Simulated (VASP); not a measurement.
# SiC (4H silicon carbide) (P6_3mc) in VASP: a series of runs

Runs on SiC (4H silicon carbide). Level: LDA. Tasks: single point, relaxation of cell and atoms.

Program: VASP 6.6.1. These are calculated values, not measurements. Logs are shortened: lines on timing, memory, paths and dates and some standing lists are left out, and cuts for length are marked.

## Step 1: The cell of the first run

It takes space group P6_3mc (No. 186, hexagonal). The conventional cell has a = 3.058 Å, b = 3.058 Å, c = 10.012 Å, α = 90.00°, β = 90.00°, γ = 120.00°. Si (site symmetry 3m) has 4 C at 1.87 to 1.88 Å within 2.5 Å. Within 2.5 Å of Si (site symmetry 3m) lie 4 C at 1.87 to 1.88 Å. Within 2.5 Å of C (site symmetry 3m) lie 4 Si at 1.87 to 1.88 Å. Within 2.5 Å of C (site symmetry 3m) lie 4 Si at 1.87 to 1.88 Å.

## Step 2: Single point, LDA

INCAR reads:

```
PREC = Accurate
ENCUT = 520
EDIFF = 1E-7
ISMEAR = 0
SIGMA = 0.01
LREAL = False
LASPH = True
NELM = 80
ALGO = Normal
ISIF = 2
LWAVE = False
LCHARG = False
GGA = CA
NBANDS = 26
```

KPOINTS reads:

```
regular mesh
0
Gamma
  8 8 2
```

POSCAR reads:

```
SiC
1.0
    3.0584739781      0.0000000000      0.0000000000
   -1.5292369891      2.6487161619      0.0000000000
    0.0000000000      0.0000000000     10.0123189610
Si C
4 4
Direct
    0.0000000000      0.0000000000     -0.0001007025
    0.3333333333      0.6666666667      0.2498508456
    0.6666666667      0.3333333333      0.4998992975
    0.3333333333      0.6666666667      0.7498508456
    0.0000000000      0.0000000000      0.1879492771
    0.3333333333      0.6666666667      0.4373005798
    0.6666666667      0.3333333333      0.6879492771
    0.3333333333      0.6666666667      0.9373005798
```

Potentials or basis: VASP PAW LDA potentials, release 64 (Si, C).

On the command line:

```console
> cat potpaw_LDA.64/Si/POTCAR potpaw_LDA.64/C/POTCAR > POTCAR
> mpirun -np 1 vasp_std > vasp.out
```

OUTCAR:

```text
PREC = Accurate
   ENCUT = 520
   EDIFF = 1E-7
   ISMEAR = 0
   LREAL = False
   LASPH = True
   NELM = 80
   ISIF = 2
   GGA = CA

 ion  position               nearest neighbor table
   1  0.000  0.000  1.000-   8 1.87   8 1.87   8 1.87   5 1.88   2 3.06   2 3.06   2 3.06   4 3.06
                             4 3.06   4 3.06
   2  0.333  0.667  0.250-   5 1.87   5 1.87   5 1.87   6 1.88   1 3.06   1 3.06   1 3.06   3 3.06
                             3 3.06   3 3.06
   3  0.667  0.333  0.500-   6 1.87   6 1.87   6 1.87   7 1.88   4 3.06   4 3.06   4 3.06   2 3.06
                             2 3.06   2 3.06
   4  0.333  0.667  0.750-   7 1.87   7 1.87   7 1.87   8 1.88   3 3.06   3 3.06   3 3.06   1 3.06
                             1 3.06   1 3.06
   5  0.000  0.000  0.188-   2 1.87   2 1.87   2 1.87   1 1.88
   6  0.333  0.667  0.437-   3 1.87   3 1.87   3 1.87   2 1.88
   7  0.667  0.333  0.688-   4 1.87   4 1.87   4 1.87   3 1.88
   8  0.333  0.667  0.937-   1 1.87   1 1.87   1 1.87   4 1.88

  LATTYP: Found a hexagonal cell.
 ALAT       =     3.0584739781
 C/A-ratio  =     3.2736322207

  Lattice vectors:

 A1 = (   3.0584739781,   0.0000000000,   0.0000000000)
 A2 = (  -1.5292369891,   2.6487161619,   0.0000000000)
 A3 = (   0.0000000000,   0.0000000000,  10.0123189610)

Analysis of symmetry for initial positions (statically):
=====================================================================
 Subroutine PRICEL returns:
 Original cell was already a primitive cell.

 Routine SETGRP: Setting up the symmetry group for a
 hexagonal supercell.

 Subroutine GETGRP returns: Found 12 space group operations
 (whereof  6 operations were pure point group operations)
 out of a pool of 24 trial point group operations.

The static configuration has the point symmetry C_3v.
 The point group associated with its full space group is C_6v.

Analysis of symmetry for dynamics (positions and initial velocities):
=====================================================================
 Subroutine PRICEL returns:
 Original cell was already a primitive cell.

 Routine SETGRP: Setting up the symmetry group for a
 hexagonal supercell.

 Subroutine GETGRP returns: Found 12 space group operations
 (whereof  6 operations were pure point group operations)
 out of a pool of 24 trial point group operations.

The dynamic configuration has the point symmetry C_3v.
 The point group associated with its full space group is C_6v.

 Subroutine INISYM returns: Found 12 space group operations
 (whereof  6 operations are pure point group operations),
 and found     1 'primitive' translations

----------------------------------------------------------------------------------------

                                     Primitive cell

  volume of cell :      81.1101

  direct lattice vectors                    reciprocal lattice vectors
     3.058473978  0.000000000  0.000000000     0.326960441  0.188770699  0.000000000
    -1.529236989  2.648716162  0.000000000     0.000000000  0.377541397  0.000000000
     0.000000000  0.000000000 10.012318961     0.000000000  0.000000000  0.099876962

  length of vectors
     3.058473978  3.058473978 10.012318961     0.377541397  0.377541397  0.099876962

  position of ions in fractional coordinates (direct lattice)
     0.000000000  0.000000000  0.999899298
     0.333333333  0.666666667  0.249850846
     0.666666667  0.333333333  0.499899298
     0.333333333  0.666666667  0.749850846
     0.000000000  0.000000000  0.187949277
     0.333333333  0.666666667  0.437300580
     0.666666667  0.333333333  0.687949277
     0.333333333  0.666666667  0.937300580

  ion indices of the primitive-cell ions
   primitive index   ion index
                 1           1
                 2           2
                 3           3
                 4           4
                 5           5
                 6           6
                 7           7
                 8           8

----------------------------------------------------------------------------------------

 KPOINTS: regular mesh

Automatic generation of k-mesh.
 Grid dimensions read from file:
 generate k-points for:    8    8    2

 Generating k-lattice:

  Cartesian coordinates                     Fractional coordinates (reciprocal lattice)
     0.040870055  0.023596337  0.000000000     0.125000000  0.000000000  0.000000000
     0.000000000  0.047192675  0.000000000     0.000000000  0.125000000  0.000000000
     0.000000000  0.000000000  0.049938481     0.000000000  0.000000000  0.500000000

  Length of vectors
     0.047192675  0.047192675  0.049938481

  Shift w.r.t. Gamma in fractional coordinates (k-lattice)
     0.000000000  0.000000000  0.000000000

 Subroutine IBZKPT returns following result:
 ===========================================

 Found     20 irreducible k-points:

 Following reciprocal coordinates:
            Coordinates               Weight
  0.000000  0.000000  0.000000      1.000000
  0.125000  0.000000  0.000000      6.000000
  0.250000  0.000000  0.000000      6.000000
  0.375000  0.000000  0.000000      6.000000
  0.500000  0.000000  0.000000      3.000000
  0.125000  0.125000  0.000000      6.000000
[... 12 lines left out ...]
  0.250000  0.250000  0.500000      6.000000
  0.375000  0.250000  0.500000      6.000000
   k-points           NKPTS =     20   k-points in BZ     NKDIM =     20   number of bands    NBANDS=     26
   number of dos      NEDOS =    301   number of ions     NIONS =      8
   total plane-waves  NPLWV =  46080
   dimension x,y,z NGX =    24 NGY =   24 NGZ =   80
   dimension x,y,z NGXF=    48 NGYF=   48 NGZF=  160
   ions per type =               4   4
   NGX,Y,Z   is equivalent  to a cutoff of  13.05, 13.05, 13.28 a.u.
   NGXF,Y,Z  is equivalent  to a cutoff of  26.09, 26.09, 26.57 a.u.
 SYSTEM =  unknown system
   PREC   = accura    normal or accurate (medium, high low for compatibility)
   ISTART =      0    job   : 0-new  1-cont  2-samecut
   ICHARG =      2    charge: 1-file 2-atom 10-const
   ISPIN  =      1    spin polarized calculation?
   LNONCOLLINEAR =      F non collinear calculations
   LSORBIT =      F    spin-orbit coupling
   LASPH  =      T    aspherical Exc in radial PAW
   ENCUT  =  520.0 eV  38.22 Ry    6.18 a.u.   5.69  5.69 18.62*2*pi/ulx,y,z
   NELM   =     80;   NELMIN=  2; NELMDL= -5     # of ELM steps
   EDIFF  = 0.1E-06   stopping-criterion for ELM
   LREAL  =      F    real-space projection
   EDIFFG = 0.1E-05   stopping-criterion for IOM
   NSW    =      0    number of steps for IOM
   IBRION =     -1    ionic relax: 0-MD 1-quasi-New 2-CG
   NFREE  =      0    steps in history (QN), initial steepest desc. (CG)
   ISIF   =      2    stress and relaxation
   ISYM   =      2    0-nonsym 1-usesym 2-fastsym
   POTIM  = 0.5000    time-step for ionic-motion
   TEBEG  =    0.0;   TEEND  =   0.0 temperature during run
   PSTRESS=    0.0 pullay stress
   NELECT =      32.0000    total number of electrons
   NUPDOWN=      -1.0000    fix difference up-down
   EMIN   =  10.00;   EMAX   =-10.00  energy-range for DOS
   EFERMI =   0.00;   METHOD = LEGACY
   ISMEAR =     0;   SIGMA  =   0.01  broadening in eV -4-tet -1-fermi 0-gaus
   EFERMI_NEDOS =   21; number of points for ismear=-14 and -15
   IALGO  =     38    algorithm
   IMIX   =      4    mixing-type and parameters
     AMIX     =   0.40;   BMIX     =  1.00
     AMIX_MAG =   1.60;   BMIX_MAG =  1.00
  volume/ion in A,a.u.               =      10.14        68.42
  Fermi-wavevector in a.u.,A,eV,Ry     =   1.200696  2.268987 19.615135  1.441672
  Thomas-Fermi vector in A             =   2.336525
   LORBIT       =      0    0 simple, 1 ext, 2 COOP (PROOUT), +10 PAW based schemes
   GGA     = CA    functional components
   LHFCALC =     F    Hartree Fock is set to
   AEXX    =    0.0000 exact exchange contribution
   IVDW    =     0    specifies the selected vdW correction
   LEPSILON=     F    determine dielectric tensor
   LRPA    =     F    only Hartree local field effects (RPA)
 non-spin polarized calculation
 Gauss-broadening in eV      SIGMA  =   0.01
  energy-cutoff  :      520.00
  volume of cell :       81.11
 maximum number of plane-waves:      2210
 NGX is ok and might be reduce to    24
   NGX = 11   NGY = 11   NGZ = 37

 number of electron      31.9999999 magnetization

 Free energy of the ion-electron system (eV)
  ---------------------------------------------------
  ext. energy  EPLUGINS =         0.00000000
  ---------------------------------------------------
  free energy    TOTEN  =       -66.57755947 eV

  energy without entropy =      -66.57755947  energy(sigma->0) =      -66.57755947

 E-fermi :   8.4759     XC(G=0): -11.6396

 val. band max:        8.3611808035   @ k =   0.0000   0.0000   0.0000
 cond. band min:      10.5333373221   @ k =   0.5000   0.0000   0.0000
 fundamental gap:      2.1721565186
 Fermi energy:         8.4758775417

 k-point     1 :       0.0000    0.0000    0.0000
  band No.  band energies     occupation
      1      -7.1908      2.00000
      2      -5.9884      2.00000
      3      -5.9522      2.00000
      4      -3.4967      2.00000
      5      -0.3819      2.00000
      6       3.9667      2.00000
[... 18 lines left out ...]
     25      15.7921      0.00000
     26      16.4202      0.00000

 k-point     2 :       0.1250    0.0000    0.0000
  band No.  band energies     occupation
      1      -6.9148      2.00000
      2      -5.7214      2.00000
      3      -5.6839      2.00000
      4      -3.2635      2.00000
      5      -0.1281      2.00000
      6       4.0386      2.00000
[... 18 lines left out ...]
     25      16.0670      0.00000
[... 492 lines left out ...]
     25      17.8138      0.00000
     26      17.8138      0.00000

 k-point    20 :       0.3750    0.2500    0.5000
  band No.  band energies     occupation
      1      -2.8139      2.00000
      2      -2.8139      2.00000
      3      -2.1996      2.00000
      4      -2.1996      2.00000
      5       0.8115      2.00000
      6       0.8115      2.00000
[... 18 lines left out ...]
     25      17.9815      0.00000
     26      17.9817      0.00000

------------------------ aborting loop because EDIFF is reached ----------------------------------------

  FORCE on cell =-STRESS in cart. coord.  units (eV):
  Direction    XX          YY          ZZ          XY          YZ          ZX
  --------------------------------------------------------------------------------------
  -------------------------------------------------------------------------------------
  Total        0.2011136      0.2011136      0.2022766     -0.0000000      0.0000000      0.0000000
  in kB        3.9726210      3.9726210      3.9955929     -0.0000000      0.0000000      0.0000000
  external PRESSURE =       3.9802783 kB  Pullay stress =       0.0000000 kB

 VOLUME and BASIS-vectors are now :
 -----------------------------------------------------------------------------
  energy-cutoff  :      520.00
  volume of cell :       81.11
      direct lattice vectors                 reciprocal lattice vectors
     3.058473978  0.000000000  0.000000000     0.326960441  0.188770699  0.000000000
    -1.529236989  2.648716162  0.000000000     0.000000000  0.377541397  0.000000000
     0.000000000  0.000000000 10.012318961     0.000000000  0.000000000  0.099876962

 POSITION                                       TOTAL-FORCE (eV/Angst)
 -----------------------------------------------------------------------------------
      0.00000      0.00000     10.01131         0.000000     -0.000000     -0.000170
     -0.00000      1.76581      2.50159         0.000000     -0.000000      0.001321
      1.52924      0.88291      5.00515        -0.000000      0.000000     -0.000170
     -0.00000      1.76581      7.50775        -0.000000      0.000000      0.001321
      0.00000      0.00000      1.88181         0.000000      0.000000     -0.000411
     -0.00000      1.76581      4.37839        -0.000000      0.000000     -0.000740
      1.52924      0.88291      6.88797        -0.000000      0.000000     -0.000411
     -0.00000      1.76581      9.38455         0.000000     -0.000000     -0.000740
 -----------------------------------------------------------------------------------
    total drift:                                0.000000      0.000000      0.000091

  FREE ENERGIE OF THE ION-ELECTRON SYSTEM (eV)
  ---------------------------------------------------
  free  energy   TOTEN  =       -66.5775594688 eV

  energy  without entropy=      -66.5775594688  energy(sigma->0) =      -66.57755947
```

It took 19 s on 1 thread of Intel Xeon 6975P-C (Granite Rapids), shared host; peak memory 0.18 GiB.

Results:

* Free energy: -66.5776 eV
* Pressure: 0.4 GPa
* Band gap on the k mesh: 2.17 eV, indirect (least direct gap 3.30 eV)

Levels at points of the mesh, in eV from the valence-band top:
```csv
k point,band 12,band 13,band 14,band 15,band 16,band 17,band 18,band 19,band 20,band 21
"(0.00, 0.00, 0.00)",-0.59,-0.59,-0.05,0.00,0.00,5.22,5.79,6.43,6.56,6.98
"(0.50, 0.00, 0.00)",-2.42,-2.39,-2.24,-1.59,-1.13,2.17,2.30,4.18,4.77,5.27
"(0.00, 0.00, 0.50)",-1.05,-0.21,-0.21,-0.21,-0.21,5.42,5.42,6.91,6.91,7.07
"(0.50, 0.00, 0.50)",-3.06,-2.54,-2.54,-1.57,-1.57,2.58,2.58,4.17,4.17,6.16
```

A k mesh can miss the band edges. As with any semilocal functional, this LDA gap is likely too small.

## Step 3: Relaxation of cell and atoms, LDA

This run uses another cell than the first one, of 10.35 Å³/atom, 1.021 times its volume.

INCAR reads:

```
SYSTEM = SiC
  ALGO = Normal
  EDIFF = 1E-6
  EDIFFG = -0.002
  ENCUT = 600
  GGA = CA
  IBRION = 2
  ISIF = 3
  ISMEAR = 0
  LASPH = .True.
  LCHARG = .False.
  LREAL = .False.
  LWAVE = .False.
  NELM = 100
  NSW = 80
  PREC = Accurate
  SIGMA = 0.01
```

KPOINTS reads:

```
k-points
0
Gamma
  8 8 2
  0 0 0
```

POSCAR reads:

```
SiC
1.0
    3.0790000000      0.0000000000      0.0000000000
   -1.5395000000      2.6664922183      0.0000000000
    0.0000000000      0.0000000000     10.0820000000
Si C
4 4
Direct
    0.0000000000      0.0000000000      0.0000000000
    0.3333333333      0.6666666667      0.2500000000
    0.6666666667      0.3333333333      0.5000000000
    0.3333333333      0.6666666667      0.7500000000
    0.0000000000      0.0000000000      0.1875000000
    0.3333333333      0.6666666667      0.4375000000
    0.6666666667      0.3333333333      0.6875000000
    0.3333333333      0.6666666667      0.9375000000
```

Potentials or basis: VASP PAW LDA potentials, release 64 (Si, C).

On the command line:

```console
> cat potpaw_LDA.64/Si/POTCAR potpaw_LDA.64/C/POTCAR > POTCAR
> mpirun -np 1 vasp_std > vasp.out
```

It took 84 s on 1 thread of Intel Xeon 6975P-C (Granite Rapids), shared host; peak memory 0.21 GiB.

The run converged. Its results:

```yaml
Free_energy: -66.5882 eV
Relaxed_volume: 10.15 Å³/atom
Relaxed_cell: a = 3.059 Å, b = 3.059 Å, c = 10.016 Å, α = 90.00°, β = 90.00°, γ = 120.00°
Space_group_after_relaxing_to_0.05_Å: P6_3mc (No. 186)
Energy_gained_by_relaxing: 2.8 meV/atom
Ionic_steps: 8
Pressure_after_relaxing: 0.0 GPa
Band_gap_on_the_k_mesh: 2.17 eV, indirect (least direct gap 3.30 eV)
```

Step by step:
```
step  energy change (eV)  largest force (eV/Å)  pressure (GPa)  volume (Å³)
   1              0.0000                0.1437           -4.26        82.77
   2              0.0037                0.0971            4.97        79.52
   3             -0.0222                0.0329            0.02        81.19
   4             -0.0222                0.0304            0.09        81.16
   5             -0.0223                0.0180            0.07        81.17
   6             -0.0223                0.0051            0.08        81.16
   7             -0.0223                0.0034           -0.06        81.21
   8             -0.0223                0.0011            0.00        81.19
```

Final structure:
```
CELL_PARAMETERS angstrom
3.05944 0.00000 0.00000
-1.52972 2.64955 0.00000
0.00000 0.00000 10.01604
ATOMIC_POSITIONS crystal
Si 0.00000 0.00000 0.99990
Si 0.33333 0.66667 0.24986
Si 0.66667 0.33333 0.49990
Si 0.33333 0.66667 0.74986
C 0.00000 0.00000 0.18795
C 0.33333 0.66667 0.43729
C 0.66667 0.33333 0.68795
C 0.33333 0.66667 0.93729
```

Levels at points of the mesh, in eV from the valence-band top:
| k point | band 13 | band 14 | band 15 | band 16 | band 17 | band 18 | band 19 | band 20 |
| --- | --- | --- | --- | --- | --- | --- | --- | --- |
| (0.00, 0.00, 0.00) | -0.59 | -0.05 | 0.00 | 0.00 | 5.21 | 5.78 | 6.42 | 6.55 |
| (0.50, 0.00, 0.00) | -2.39 | -2.24 | -1.59 | -1.13 | 2.17 | 2.30 | 4.18 | 4.77 |
| (0.00, 0.00, 0.50) | -0.21 | -0.21 | -0.21 | -0.21 | 5.42 | 5.42 | 6.90 | 6.90 |
| (0.50, 0.00, 0.50) | -2.54 | -2.54 | -1.57 | -1.57 | 2.58 | 2.58 | 4.17 | 4.17 |
